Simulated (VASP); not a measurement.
# CoO (Immm) in VASP: phonons with PBE+U

Aim: the phonons of CoO with PBE+U.

All numbers are computed with VASP 6.6.1; they aren't measurements. Logs are shortened: lines on timing, memory, paths and dates and some standing lists are left out, and cuts for length are marked.

### Step 1. The cell of the first run

Symmetry: Immm, No. 71, orthorhombic system. Conventional cell: a = 3.012 Å, b = 3.073 Å, c = 4.260 Å, α = 90.00°, β = 90.00°, γ = 90.00°. Within 2.8 Å of Co (site symmetry mmm) lie 6 O at 2.13 to 2.15 Å. Within 2.8 Å of O (site symmetry mmm) lie 6 Co at 2.13 to 2.15 Å.

### Step 2. Phonons, PBE+U, collinear spin, antiferromagnetic start

INCAR reads:

```
SYSTEM = CoO
PREC = Accurate
ENCUT = 520
EDIFF = 1E-8
ISMEAR = -1
SIGMA = 0.1
LREAL = .FALSE.
LASPH = .TRUE.
NELM = 150
ALGO = Normal
ISIF = 2
LWAVE = .FALSE.
LCHARG = .FALSE.
ISPIN = 2
MAGMOM = 3 -3 0 0
LORBIT = 11
LMAXMIX = 4
LDAU = .TRUE.
LDAUTYPE = 2
LDAUL = 2 -1
LDAUU = 4 0
LDAUJ = 0 0
LDAUPRINT = 1
GGA = PE
NBANDS = 27
IBRION = 6
NFREE = 2
POTIM = 0.015
NSW = 1
```

KPOINTS reads:

```
Automatic mesh
0
G
  5 5 3
  0 0 0
```

POSCAR reads:

```
CoO
1.0
    3.0122748879      0.0000000000      0.0000000000
    0.0000000000      3.0725203856      0.0000000000
    0.0000000000      0.0000000000      4.2600000000
Co O
2 2
Direct
    0.0000000000      0.0000000000      0.0000000000
    0.5000000000      0.5000000000      0.5000000000
    0.5000000000      0.5000000000      0.0000000000
    0.0000000000      0.0000000000      0.5000000000
```

Potentials or basis: VASP PAW PBE potentials, release 64 (Co, O).

On the command line:

```bash
> cat potpaw_PBE.64/Co/POTCAR potpaw_PBE.64/O/POTCAR > POTCAR
> mpirun -np 1 vasp_std > vasp.out
```

OUTCAR:

```text
SYSTEM = CoO
   PREC = Accurate
   ENCUT = 520
   EDIFF = 1E-8
   ISMEAR = -1
   LREAL = .FALSE.
   LASPH = .TRUE.
   NELM = 150
   ISIF = 2
   ISPIN = 2
   LORBIT = 11
   GGA = PE
   IBRION = 6
   NFREE = 2
   POTIM = 0.015
   NSW = 1

 ion  position               nearest neighbor table
   1  0.000  0.000  0.000-   4 2.13   4 2.13   3 2.15   3 2.15   3 2.15   3 2.15   2 3.03   2 3.03
                             2 3.03   2 3.03   2 3.03   2 3.03   2 3.03   2 3.03
   2  0.500  0.500  0.500-   3 2.13   3 2.13   4 2.15   4 2.15   4 2.15   4 2.15   1 3.03   1 3.03
                             1 3.03   1 3.03   1 3.03   1 3.03   1 3.03   1 3.03
   3  0.500  0.500  0.000-   2 2.13   2 2.13   1 2.15   1 2.15   1 2.15   1 2.15
   4  0.000  0.000  0.500-   1 2.13   1 2.13   2 2.15   2 2.15   2 2.15   2 2.15

  LATTYP: Found a simple orthorhombic cell.
 ALAT       =     3.0122748879
 B/A-ratio  =     1.0200000000
 C/A-ratio  =     1.4142135624

  Lattice vectors:

 A1 = (   3.0122748879,   0.0000000000,   0.0000000000)
 A2 = (   0.0000000000,   3.0725203856,   0.0000000000)
 A3 = (   0.0000000000,   0.0000000000,   4.2600000000)

Analysis of symmetry for initial positions (statically):
=====================================================================
 Subroutine PRICEL returns following result:

  LATTYP: Found a body centered orthorhombic cell.
 ALAT       =     3.0122748879
 B/A-ratio  =     1.0200000000
 C/A-ratio  =     1.4142135624
[... 12 lines left out ...]
 Subroutine GETGRP returns: Found  8 space group operations
 (whereof  8 operations were pure point group operations)
 out of a pool of  8 trial point group operations.

The static configuration has the point symmetry D_2h.

Analysis of symmetry for dynamics (positions and initial velocities):
=====================================================================
 Subroutine PRICEL returns following result:

  LATTYP: Found a body centered orthorhombic cell.
 ALAT       =     3.0122748879
 B/A-ratio  =     1.0200000000
 C/A-ratio  =     1.4142135624
[... 12 lines left out ...]
 Subroutine GETGRP returns: Found  8 space group operations
 (whereof  8 operations were pure point group operations)
 out of a pool of  8 trial point group operations.

The dynamic configuration has the point symmetry D_2h.

Analysis of structural, dynamic, and magnetic symmetry:
=====================================================================
 Subroutine PRICEL returns following result:

  LATTYP: Found a body centered orthorhombic cell.
 ALAT       =     3.0122748879
 B/A-ratio  =     1.0200000000
[... 435 lines left out ...]
  free energy    TOTEN  =       -23.48432869 eV

  energy without entropy =      -23.48307992  energy(sigma->0) =      -23.48370430

 E-fermi :   7.4241     XC(G=0): -12.2309

 val. band max:        6.8310515530   @ k =   0.0000   0.4000   0.3333
 cond. band min:       7.8632089508   @ k =   0.0000   0.0000   0.3333
 fundamental gap:      1.0321573978
 Fermi energy:         7.4240754414

 spin component 1

 k-point     1 :       0.0000    0.0000    0.0000
  band No.  band energies     occupation
      1     -11.8828      1.00000
      2     -10.6178      1.00000
      3       1.1392      1.00000
      4       1.5491      1.00000
      5       1.8235      1.00000
      6       3.0397      1.00000
[... 529 lines left out ...]
     26      22.5716      0.00000
     27      25.6753      0.00000
 Fermi energy:         7.4240754414

 spin component 2

 k-point     1 :       0.0000    0.0000    0.0000
  band No.  band energies     occupation
      1     -11.8828      1.00000
      2     -10.6180      1.00000
      3       1.1395      1.00000
      4       1.5492      1.00000
      5       1.8239      1.00000
      6       3.0395      1.00000
[... 560 lines left out ...]
  FREE ENERGIE OF THE ION-ELECTRON SYSTEM (eV)
  ---------------------------------------------------
  free  energy   TOTEN  =       -23.4843286891 eV

  energy  without entropy=      -23.4830799194  energy(sigma->0) =      -23.48370430

 INTERNAL STRAIN TENSORS FROM DISPLACED ATOMS
 ============================================

 INTERNAL STRAIN TENSOR FOR ION    1 for displacements in x,y,z  (eV/Angst):
          X           Y           Z          XY          YZ          ZX
  --------------------------------------------------------------------------------
  x     0.00000     0.00000     0.00000     0.00000     0.00000     0.00000
  y     0.00000     0.00000     0.00000     0.00000     0.00000     0.00000
  z     0.00000     0.00000     0.00000     0.00000     0.00000     0.00000

 INTERNAL STRAIN TENSOR FOR ION    4 for displacements in x,y,z  (eV/Angst):
          X           Y           Z          XY          YZ          ZX
  --------------------------------------------------------------------------------
  x     0.00000     0.00000     0.00000     0.00000     0.00000     0.00000
  y     0.00000     0.00000     0.00000     0.00000     0.00000     0.00000
  z     0.00000     0.00000     0.00000     0.00000     0.00000     0.00000

 Eigenvectors and eigenvalues of the dynamical matrix
 ----------------------------------------------------

   1 f  =   13.637772 THz    85.688646 2PiTHz  454.907092 cm-1    56.401266 meV
             X         Y         Z           dx          dy          dz
      0.000000  0.000000  0.000000    -0.000000    0.000000   -0.201600
      1.506137  1.536260  2.130000     0.000000   -0.000000    0.201600
      1.506137  1.536260  0.000000     0.000000   -0.000000   -0.677759
      0.000000  0.000000  2.130000    -0.000000    0.000000    0.677759
[... 71 lines left out ...]
  12 f/i=    0.004803 THz     0.030175 2PiTHz    0.160196 cm-1     0.019862 meV
             X         Y         Z           dx          dy          dz
      0.000000  0.000000  0.000000     0.000000    0.000000    0.626949
      1.506137  1.536260  2.130000     0.000000    0.000000    0.626949
      1.506137  1.536260  0.000000     0.000000    0.000000    0.327010
      0.000000  0.000000  2.130000     0.000000    0.000000    0.327010

 ELASTIC MODULI CONTR FROM IONIC RELAXATION (kBar)
 Direction    XX          YY          ZZ          XY          YZ          ZX
 --------------------------------------------------------------------------------
 XX           0.0000      0.0000      0.0000      0.0000      0.0000      0.0000
 YY           0.0000      0.0000      0.0000      0.0000      0.0000      0.0000
 ZZ           0.0000      0.0000      0.0000      0.0000      0.0000      0.0000
 XY           0.0000      0.0000      0.0000      0.0000      0.0000      0.0000
 YZ           0.0000      0.0000      0.0000      0.0000      0.0000      0.0000
 ZX           0.0000      0.0000      0.0000      0.0000      0.0000      0.0000
 --------------------------------------------------------------------------------

 total charge

# of ion       s       p       d       tot
------------------------------------------
    1        0.299   0.357   7.120   7.776
    2        0.299   0.357   7.120   7.776
    3        1.550   3.457   0.000   5.007
    4        1.550   3.457   0.000   5.007
--------------------------------------------------
tot          3.699   7.627  14.241  25.566

 magnetization (x)

# of ion       s       p       d       tot
------------------------------------------
    1        0.025   0.021   2.726   2.772
    2       -0.025  -0.021  -2.726  -2.772
    3        0.008   0.098   0.000   0.106
    4       -0.008  -0.098   0.000  -0.106
--------------------------------------------------
tot          0.000   0.000   0.000   0.000
```

Wall time 4 min (1 thread of AMD EPYC 7R13 (Zen 3), shared host); peak memory 0.16 GiB.

Results:

| Item | Value |
| --- | --- |
| Net moment | 0.00 μB per cell |
| Site moments | Co +2.77, -2.77; O +0.11, -0.11 μB |
| Valence electrons inside the program's atomic spheres | Co 7.78; O 5.01 |
| Highest phonon frequency at Γ, LO-TO splitting left out | 455 cm⁻¹ |

Phonon frequencies in cm⁻¹ (negative: imaginary):
```
              q point                                frequencies
(0.000, 0.000, 0.000)  0 0 0 132 136 241 256 256 321 323 379 455
```

Eigenvalues of the final occupation matrices:
```csv
site,spin,trace,eigenvalues
site 1 d,1,4.94,0.97 0.97 0.97 1.01 1.01
site 1 d,2,2.21,0.03 0.11 0.14 0.96 0.96
site 2 d,1,2.21,0.03 0.11 0.14 0.96 0.96
site 2 d,2,4.94,0.97 0.97 0.97 1.01 1.01
```

Caveat: the k points lie up to 0.49 Å⁻¹ apart; the cell stands under pressure or tension, which shifts response properties.
